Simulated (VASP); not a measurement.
# Sn (Pm-3n) in VASP: relaxation of cell and atoms with LDA

Aim: the relaxation of cell and atoms of Sn with LDA.

All numbers are computed with VASP 6.6.1; they aren't measurements. Logs are shortened: lines on timing, memory, paths and dates and some standing lists are left out, and cuts for length are marked.

## 1. The cell of the first run

Symmetry: Pm-3n, No. 223, cubic system. Conventional cell: a = 6.076 Å, b = 6.076 Å, c = 6.076 Å, α = 90.00°, β = 90.00°, γ = 90.00°. Sn (site symmetry m-3) has 12 Sn at 3.40 Å within 4.5 Å. Sn (site symmetry -4m2) has 14 Sn at 3.04 to 3.72 Å within 4.0 Å.

## 2. Relaxation of cell and atoms, LDA

INCAR reads:

```
ALGO = Normal ; EDIFF = 1E-6
EDIFFG = -0.01 ; ENCUT = 600
GGA = CA ; IBRION = 2
ISIF = 3 ; ISMEAR = -1
LASPH = T ; LCHARG = F
LREAL = F ; LWAVE = F
NELM = 60 ; NSW = 80
PREC = Accurate ; SIGMA = 0.1
```

KPOINTS reads:

```
k-points
0
Gamma
  4 4 4
```

POSCAR reads:

```
Sn
1.0
    6.0756993416      0.0000000000      0.0000000000
    0.0000000000      6.0756993416      0.0000000000
    0.0000000000      0.0000000000      6.0756993416
Sn
8
Direct
    0.0000000000      0.0000000000      0.0000000000
    0.5000000000      0.5000000000      0.5000000000
    0.2500000000      0.0000000000      0.5000000000
    0.7500000000      0.0000000000      0.5000000000
    0.5000000000      0.2500000000      0.0000000000
    0.5000000000      0.7500000000      0.0000000000
    0.0000000000      0.5000000000      0.2500000000
    0.0000000000      0.5000000000      0.7500000000
```

Potentials or basis: VASP PAW LDA potentials, release 64 (Sn_d).

The run is started by

```sh
cat potpaw_LDA.64/Sn_d/POTCAR > POTCAR
mpirun -np 1 vasp_std > vasp.out
```

OUTCAR:

```text
EDIFF = 1E-6
   EDIFFG = -0.01
   ENCUT = 600
   GGA = CA
   IBRION = 2
   ISIF = 3
   ISMEAR = -1
   LASPH = T
   LREAL = F
   NELM = 60
   NSW = 80
   PREC = Accurate

 ion  position               nearest neighbor table
   1  0.000  0.000  0.000-   3 3.40   4 3.40   5 3.40   6 3.40   7 3.40   8 3.40   3 3.40   4 3.40
                             7 3.40   8 3.40   5 3.40   6 3.40
   2  0.500  0.500  0.500-   3 3.40   4 3.40   5 3.40   6 3.40   7 3.40   8 3.40   5 3.40   6 3.40
                             3 3.40   4 3.40   7 3.40   8 3.40
   3  0.250  0.000  0.500-   4 3.04   4 3.04   1 3.40   1 3.40   2 3.40   2 3.40   8 3.72   7 3.72
                             8 3.72   7 3.72   6 3.72   5 3.72   5 3.72   6 3.72
   4  0.750  0.000  0.500-   3 3.04   3 3.04   1 3.40   1 3.40   2 3.40   2 3.40   8 3.72   7 3.72
                             8 3.72   7 3.72   6 3.72   5 3.72   5 3.72   6 3.72
   5  0.500  0.250  0.000-   6 3.04   6 3.04   1 3.40   2 3.40   2 3.40   1 3.40   8 3.72   7 3.72
                             7 3.72   8 3.72   3 3.72   4 3.72   3 3.72   4 3.72
   6  0.500  0.750  0.000-   5 3.04   5 3.04   1 3.40   2 3.40   2 3.40   1 3.40   8 3.72   7 3.72
                             7 3.72   8 3.72   3 3.72   4 3.72   3 3.72   4 3.72
   7  0.000  0.500  0.250-   8 3.04   8 3.04   1 3.40   2 3.40   1 3.40   2 3.40   3 3.72   4 3.72
                             5 3.72   3 3.72   4 3.72   6 3.72   5 3.72   6 3.72
   8  0.000  0.500  0.750-   7 3.04   7 3.04   1 3.40   2 3.40   1 3.40   2 3.40   3 3.72   4 3.72
                             5 3.72   3 3.72   4 3.72   6 3.72   5 3.72   6 3.72

  LATTYP: Found a simple cubic cell.
 ALAT       =     6.0756993416

  Lattice vectors:

 A1 = (   6.0756993416,   0.0000000000,   0.0000000000)
 A2 = (   0.0000000000,   6.0756993416,   0.0000000000)
 A3 = (   0.0000000000,   0.0000000000,   6.0756993416)

Analysis of symmetry for initial positions (statically):
=====================================================================
 Subroutine PRICEL returns:
 Original cell was already a primitive cell.

 Routine SETGRP: Setting up the symmetry group for a
 simple cubic supercell.

 Subroutine GETGRP returns: Found 48 space group operations
 (whereof 24 operations were pure point group operations)
 out of a pool of 48 trial point group operations.

The static configuration has the point symmetry T_h .
 The point group associated with its full space group is O_h .

Analysis of symmetry for dynamics (positions and initial velocities):
=====================================================================
 Subroutine PRICEL returns:
 Original cell was already a primitive cell.

 Routine SETGRP: Setting up the symmetry group for a
 simple cubic supercell.

 Subroutine GETGRP returns: Found 48 space group operations
 (whereof 24 operations were pure point group operations)
[... 96 lines left out ...]
   LSORBIT =      F    spin-orbit coupling
   LASPH  =      T    aspherical Exc in radial PAW
   ENCUT  =  600.0 eV  44.10 Ry    6.64 a.u.  12.13 12.13 12.13*2*pi/ulx,y,z
   NELM   =     60;   NELMIN=  2; NELMDL= -5     # of ELM steps
   EDIFF  = 0.1E-05   stopping-criterion for ELM
   LREAL  =      F    real-space projection
   EDIFFG = -.1E-01   stopping-criterion for IOM
   NSW    =     80    number of steps for IOM
   IBRION =      2    ionic relax: 0-MD 1-quasi-New 2-CG
   NFREE  =      1    steps in history (QN), initial steepest desc. (CG)
   ISIF   =      3    stress and relaxation
   ISYM   =      2    0-nonsym 1-usesym 2-fastsym
   POTIM  = 0.5000    time-step for ionic-motion
   TEBEG  =    0.0;   TEEND  =   0.0 temperature during run
   PSTRESS=    0.0 pullay stress
   NELECT =     112.0000    total number of electrons
   NUPDOWN=      -1.0000    fix difference up-down
   EMIN   =  10.00;   EMAX   =-10.00  energy-range for DOS
   EFERMI =   0.00;   METHOD = LEGACY
   ISMEAR =    -1;   SIGMA  =   0.10  broadening in eV -4-tet -1-fermi 0-gaus
   EFERMI_NEDOS =   21; number of points for ismear=-14 and -15
   IALGO  =     38    algorithm
   IMIX   =      4    mixing-type and parameters
     AMIX     =   0.40;   BMIX     =  1.00
     AMIX_MAG =   1.60;   BMIX_MAG =  1.00
  volume/ion in A,a.u.               =      28.03       189.19
  Fermi-wavevector in a.u.,A,eV,Ry     =   1.298827  2.454427 22.952361  1.686951
  Thomas-Fermi vector in A             =   2.430130
   LORBIT       =      0    0 simple, 1 ext, 2 COOP (PROOUT), +10 PAW based schemes
   GGA     = CA    functional components
   LHFCALC =     F    Hartree Fock is set to
   AEXX    =    0.0000 exact exchange contribution
   IVDW    =     0    specifies the selected vdW correction
   LEPSILON=     F    determine dielectric tensor
   LRPA    =     F    only Hartree local field effects (RPA)
 conjugate gradient relaxation of ions
 non-spin polarized calculation
  energy-cutoff  :      600.00
  volume of cell :      224.28
 maximum number of plane-waves:      7568
 NGX is ok and might be reduce to    50
   NGX = 25   NGY = 25   NGZ = 25

--------------------------------------- Ionic step        1  -------------------------------------------

 number of electron     111.9999992 magnetization

 Free energy of the ion-electron system (eV)
  ---------------------------------------------------
  ext. energy  EPLUGINS =         0.00000000
  ---------------------------------------------------
  free energy    TOTEN  =       -34.73853795 eV

  energy without entropy =      -34.53339193  energy(sigma->0) =      -34.63596494

------------------------ aborting loop because EDIFF is reached ----------------------------------------

  FORCE on cell =-STRESS in cart. coord.  units (eV):
  Direction    XX          YY          ZZ          XY          YZ          ZX
  --------------------------------------------------------------------------------------
  -------------------------------------------------------------------------------------
  Total       -3.8352446     -3.8352446     -3.8352446     -0.0000000     -0.0000000     -0.0000000
  in kB      -27.3977457    -27.3977457    -27.3977457     -0.0000000     -0.0000000     -0.0000000
  external PRESSURE =     -27.3977457 kB  Pullay stress =       0.0000000 kB
[... 71 lines left out ...]
--------------------------------------- Ionic step        3  -------------------------------------------

 number of electron     112.0000036 magnetization

 Free energy of the ion-electron system (eV)
  ---------------------------------------------------
  ext. energy  EPLUGINS =         0.00000000
  ---------------------------------------------------
  free energy    TOTEN  =       -34.85251402 eV

  energy without entropy =      -34.65000048  energy(sigma->0) =      -34.75125725

 E-fermi :   8.1680     XC(G=0): -10.7231

 val. band max:        8.0608364697   @ k =   0.5000   0.2500   0.2500
 cond. band min:       8.2005990801   @ k =   0.2500   0.0000   0.0000
 fundamental gap:      0.1397626103
 Fermi energy:         8.1680216718

 k-point     1 :       0.0000    0.0000    0.0000
  band No.  band energies     occupation
      1     -13.4825      2.00000
      2     -13.4741      2.00000
      3     -13.4741      2.00000
      4     -13.3413      2.00000
      5     -13.3413      2.00000
      6     -13.3413      2.00000
[... 724 lines left out ...]
  FREE ENERGIE OF THE ION-ELECTRON SYSTEM (eV)
  ---------------------------------------------------
  free  energy   TOTEN  =       -34.8525140204 eV

  energy  without entropy=      -34.6500004780  energy(sigma->0) =      -34.75125725

 reached required accuracy - stopping structural energy minimisation
```

OSZICAR:

```text
N       E                     dE             d eps       ncg     rms          rms(c)
DAV:   1     0.142182215399E+04    0.14218E+04   -0.57407E+04  1388   0.287E+03
DAV:   2     0.227543891214E+03   -0.11943E+04   -0.11742E+04  1340   0.779E+02
DAV:   3    -0.133306878601E+02   -0.24087E+03   -0.23230E+03  1419   0.260E+02
DAV:   4    -0.339660627965E+02   -0.20635E+02   -0.19344E+02  1495   0.744E+01
[... 24 lines left out ...]
DAV:   4    -0.348526969791E+02    0.15021E-02   -0.34796E-03  1389   0.431E-01    0.415E-02
DAV:   5    -0.348525278103E+02    0.16917E-03   -0.25982E-04  1863   0.127E-01    0.263E-02
DAV:   6    -0.348525165126E+02    0.11298E-04   -0.15266E-05  1568   0.390E-02    0.839E-03
DAV:   7    -0.348525139763E+02    0.25363E-05   -0.10150E-05  1411   0.326E-02    0.193E-03
DAV:   8    -0.348525140204E+02   -0.44180E-07   -0.20320E-07   715   0.385E-03
   3 F= -.34852514E+02 E0= -.34751257E+02  d E =-.113976E+00
```

It took 3.4 min on 1 thread of Intel Xeon 6975P-C (Granite Rapids), shared host; peak memory 0.33 GiB.

Results:

```
Free energy                           : -34.8525 eV
Relaxed volume                        : 26.45 Å³/atom
Relaxed cell                          : a = 5.959 Å, b = 5.959 Å, c = 5.959 Å, α = 90.00°, β = 90.00°, γ = 90.00°
Space group after relaxing (to 0.1 Å) : Pm-3n (No. 223)
Energy gained by relaxing             : 14.2 meV/atom
Ionic steps                           : 3
Pressure after relaxing               : 0.0 GPa
Band gap on the k mesh                : zero (bands 56 and 57 overlap by 1.42 eV)
```

Step by step:
| step | energy change (eV) | largest force (eV/Å) | pressure (GPa) | volume (Å³) |
| --- | --- | --- | --- | --- |
| 1 | 0.0000 | 0.0000 | -2.74 | 224.28 |
| 2 | -0.1087 | 0.0000 | 0.68 | 209.07 |
| 3 | -0.1140 | 0.0000 | 0.01 | 211.63 |

Final structure:
```
Sn
1.0
     5.95925    0.00000    0.00000
     0.00000    5.95925    0.00000
     0.00000    0.00000    5.95925
Sn
8
Direct
  0.00000 0.00000 0.00000
  0.50000 0.50000 0.50000
  0.25000 0.00000 0.50000
  0.75000 0.00000 0.50000
  0.50000 0.25000 0.00000
  0.50000 0.75000 0.00000
  0.00000 0.50000 0.25000
  0.00000 0.50000 0.75000
```

Caveat: spin-orbit coupling is left out, which moves the levels of the heavy elements.
